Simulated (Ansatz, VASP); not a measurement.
Two plane-wave programs on Zn16TeS15

INCAR

```
  PREC = Accurate
  ENCUT = 520
  EDIFF = 1E-8
  ISMEAR = -1
  SIGMA = 0.01
  LREAL = Auto
  LASPH = T
  NELM = 100
  ALGO = Normal
  ISIF = 2
  LWAVE = F
  LCHARG = F
  GGA = PE
  LEFG = T
  NBANDS = 166
```

File KPOINTS:

```
Automatic mesh
0
Gamma
  3 3 2
```

The input POSCAR:

```
Zn16TeS15
1.0
    7.6454000000      0.0000000000      0.0000000000
   -3.8227000000      6.6211106220      0.0000000000
    0.0000000000      0.0000000000     12.5200000000
Zn S Te
16 15 1
Direct
    0.0000000000      0.0000000000      0.0000000000
    0.0000000000      0.5000000000      0.0000000000
    0.5000000000      0.0000000000      0.0000000000
    0.5000000000      0.5000000000      0.0000000000
    0.0000000000      0.0000000000      0.5000000000
    0.0000000000      0.5000000000      0.5000000000
    0.5000000000      0.0000000000      0.5000000000
    0.5000000000      0.5000000000      0.5000000000
    0.1666666666      0.3333333334      0.2500000000
    0.1666666666      0.8333333334      0.2500000000
    0.6666666666      0.3333333334      0.2500000000
    0.6666666666      0.8333333334      0.2500000000
    0.3333333334      0.1666666666      0.7500000000
    0.3333333334      0.6666666666      0.7500000000
    0.8333333334      0.1666666666      0.7500000000
    0.8333333334      0.6666666666      0.7500000000
    0.0000000000      0.0000000000      0.1875000000
    0.0000000000      0.5000000000      0.1875000000
    0.5000000000      0.0000000000      0.1875000000
    0.5000000000      0.5000000000      0.1875000000
    0.0000000000      0.0000000000      0.6875000000
    0.0000000000      0.5000000000      0.6875000000
    0.5000000000      0.0000000000      0.6875000000
    0.5000000000      0.5000000000      0.6875000000
    0.1666666666      0.8333333334      0.4375000000
    0.6666666666      0.3333333334      0.4375000000
    0.6666666666      0.8333333334      0.4375000000
    0.3333333334      0.1666666666      0.9375000000
    0.3333333334      0.6666666666      0.9375000000
    0.8333333334      0.1666666666      0.9375000000
    0.8333333334      0.6666666666      0.9375000000
    0.1666666666      0.3333333334      0.4375000000
```

Input for Ansatz:

```yaml
crystal:
  lattice:
    - [7.6454, 0.0, 0.0]
    - [-3.8227, 6.621110622, 0.0]
    - [0.0, 0.0, 12.52]
  atoms:
    - { symbol: Zn, position: [0.0, 0.0, 0.0] }
    - { symbol: Zn, position: [0.0, 0.5, 0.0] }
    - { symbol: Zn, position: [0.5, 0.0, 0.0] }
    - { symbol: Zn, position: [0.5, 0.5, 0.0] }
    - { symbol: Zn, position: [0.0, 0.0, 0.5] }
    - { symbol: Zn, position: [0.0, 0.5, 0.5] }
    - { symbol: Zn, position: [0.5, 0.0, 0.5] }
    - { symbol: Zn, position: [0.5, 0.5, 0.5] }
    - { symbol: Zn, position: [0.1666666666, 0.3333333334, 0.25] }
    - { symbol: Zn, position: [0.1666666666, 0.8333333334, 0.25] }
    - { symbol: Zn, position: [0.6666666666, 0.3333333334, 0.25] }
    - { symbol: Zn, position: [0.6666666666, 0.8333333334, 0.25] }
    - { symbol: Zn, position: [0.3333333334, 0.1666666666, 0.75] }
    - { symbol: Zn, position: [0.3333333334, 0.6666666666, 0.75] }
    - { symbol: Zn, position: [0.8333333334, 0.1666666666, 0.75] }
    - { symbol: Zn, position: [0.8333333334, 0.6666666666, 0.75] }
    - { symbol: S, position: [0.0, 0.0, 0.1875] }
    - { symbol: S, position: [0.0, 0.5, 0.1875] }
    - { symbol: S, position: [0.5, 0.0, 0.1875] }
    - { symbol: S, position: [0.5, 0.5, 0.1875] }
    - { symbol: S, position: [0.0, 0.0, 0.6875] }
    - { symbol: S, position: [0.0, 0.5, 0.6875] }
    - { symbol: S, position: [0.5, 0.0, 0.6875] }
    - { symbol: S, position: [0.5, 0.5, 0.6875] }
    - { symbol: Te, position: [0.1666666666, 0.3333333334, 0.4375] }
    - { symbol: S, position: [0.1666666666, 0.8333333334, 0.4375] }
    - { symbol: S, position: [0.6666666666, 0.3333333334, 0.4375] }
    - { symbol: S, position: [0.6666666666, 0.8333333334, 0.4375] }
    - { symbol: S, position: [0.3333333334, 0.1666666666, 0.9375] }
    - { symbol: S, position: [0.3333333334, 0.6666666666, 0.9375] }
    - { symbol: S, position: [0.8333333334, 0.1666666666, 0.9375] }
    - { symbol: S, position: [0.8333333334, 0.6666666666, 0.9375] }
kpoints:
  mp_grid: { grid: [3, 3, 2] }
scf:
  occupations: { method: fermi_dirac, width: 0.01 }
hamiltonian:
  xc: pbe
  pseudopotentials: { kind: paw }
output:
  forces: true
  stress: true
  populations: true
  efg:
    quadrupole_moments_barn: { Zn: 0.122, S: -0.0694 }
    contact_densities: true
```

Alike in both runs: task electric field gradients; functional PBE; k mesh 3 × 3 × 2; occupations fermi-dirac, width 0.01 eV; no spin polarisation.

```csv
,VASP,Ansatz
version,VASP 6.6.1,Ansatz 0.2.0
potentials or method,"VASP PAW PBE potentials, release 64 (Zn, S, Te)","plane-wave PAW, scalar-relativistic"
plane-wave cutoff (eV),520,420
valence electrons in the cell,288,298
```

|  | VASP | Ansatz | Ansatz less VASP |
| --- | --- | --- | --- |
| gap on the k mesh at the Fermi level (eV) | 2.09 | 2.08 | -0.006 |
| pressure (GPa) | 4.0 | 3.9 | -0.15 |
| rms of the force components (eV/Å) | 0.491 | 0.489 | -0.0021 |

With one functional, cell and mesh, what is left measures potentials, basis and numerics. VASP's potentials hold 288 valence electrons a cell and Ansatz's 298, so a difference there can come from the potentials and not from the codes.

Spin-orbit coupling is off throughout.
